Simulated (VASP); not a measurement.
## Be: single point with PBE

Be:

```
Be
1.0
    -1.25312    1.25312    1.25312
     1.25312   -1.25312    1.25312
     1.25312    1.25312   -1.25312
Be
1
Direct
  0.00000 0.00000 0.00000
```

```yaml
Program: VASP 6.6.1
Task: single point
Functional: PBE
Potentials_or_basis: VASP PAW PBE potentials, release 64 (Be)
Cutoff: 520 eV
k_mesh: 15 × 15 × 15
Occupations: gaussian, width 0.02 eV
Spin: no spin polarisation
Dipole_correction: no
Further_INCAR_settings: ALGO = Normal; EDIFF = 1e-06; NBANDS = 7
```

```
Pressure               : -0.7 GPa
Band gap on the k mesh : zero (band 1 reaches 10.98 eV, above the bottom of band 2 at 6.57 eV)
```

Levels at points of the mesh, in eV from the Fermi level:
```tsv
k point	band 1	band 2	band 3	band 4	band 5	band 6
(0.00, 0.00, 0.00)	-12.14	19.44	19.44	19.44	30.80	30.80
```

It took 2 s on 1 thread of Intel(R) Xeon(R) Platinum 8488C (Sapphire Rapids), on a shared host, peak memory 0.11 GiB.
